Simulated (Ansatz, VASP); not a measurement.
## Two plane-wave programs on TiS2

```
Ti S
1.0
     3.31513    0.00000    0.00000
    -1.65757    2.87099    0.00000
     0.00000    0.00000    5.44724
Ti S
1 2
Direct
  0.00000 0.00000 0.00000
  0.33333 0.66667 0.26090
  0.66667 0.33333 0.73910
```

Alike in both runs: functional LDA; k mesh 15 × 15 × 8; occupations gaussian, width 0.1 eV; no spin polarisation.

Ansatz relaxed the structure, and its values are those at the end. VASP's run is a single point on that final structure, the one shown.

|  | VASP | Ansatz |
| --- | --- | --- |
| version | VASP 6.6.1 | Ansatz 0.2.0 |
| potentials or method | VASP PAW LDA potentials, release 64 (Ti_sv, S), cutoff 500 eV | scalar-relativistic, plane waves, PAW |
| valence electrons in the cell | 24 | 24 |

```tsv
	VASP	Ansatz	Ansatz less VASP
gap on the k mesh at the Fermi level (eV)	none	none	-
pressure (GPa)	0.0	0.0	-0.06
rms of the force components (eV/Å)	0.007	0.000	-0.0071
```

LDA's correlation is that of Perdew and Zunger in VASP and of Perdew and Wang (1992) in Ansatz. A gap of «none» marks a metal or a gap that the smearing closes.
